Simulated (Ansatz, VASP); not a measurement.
One calculation of BN, two programs

```xyz
2
Lattice="2.4741 0.0000 0.0000 -1.2299 2.1468 0.0000 -0.6221 -1.0734 2.9817" Properties=species:S:1:pos:R:3 pbc="T T T"
N     0.6324   -0.3437    2.9370
B     1.2131    2.1095    0.0054
```

Change from the starting cell: volume scaled by 0.96.

Alike in both runs: task single point; functional LDA; k mesh 13 × 13 × 9; occupations fermi-dirac, width 0.05 eV; no spin polarisation.

|  | VASP | Ansatz |
| --- | --- | --- |
| version | VASP 6.6.1 | Ansatz 0.2.0 |
| potentials or method | VASP PAW LDA potentials, release 64 (N, B), cutoff 520 eV | all-electron LAPW, scalar-relativistic |

Ansatz gave:

* gap on the k mesh at the Fermi level (eV): 2.62
* least direct gap on the mesh (eV): 4.49
* pressure (GPa): 7.7
* traceless stress, the component that is largest in VASP (GPa): 9.26
* rms of the force components (eV/Å): 1.714

Question: Which values does VASP return?

Answer: gap on the k mesh at the Fermi level (eV): 2.60; least direct gap on the mesh (eV): 4.49; pressure (GPa): 8.0; traceless stress, the component that is largest in VASP (GPa): 9.48; rms of the force components (eV/Å): 1.705.

LDA's correlation is that of Perdew and Zunger in VASP and of Perdew and Wang (1992) in Ansatz. Atom by atom the forces differ by 0.010 eV/Å (rms over components). Ansatz ran all-electron here, and VASP with PAW potentials.
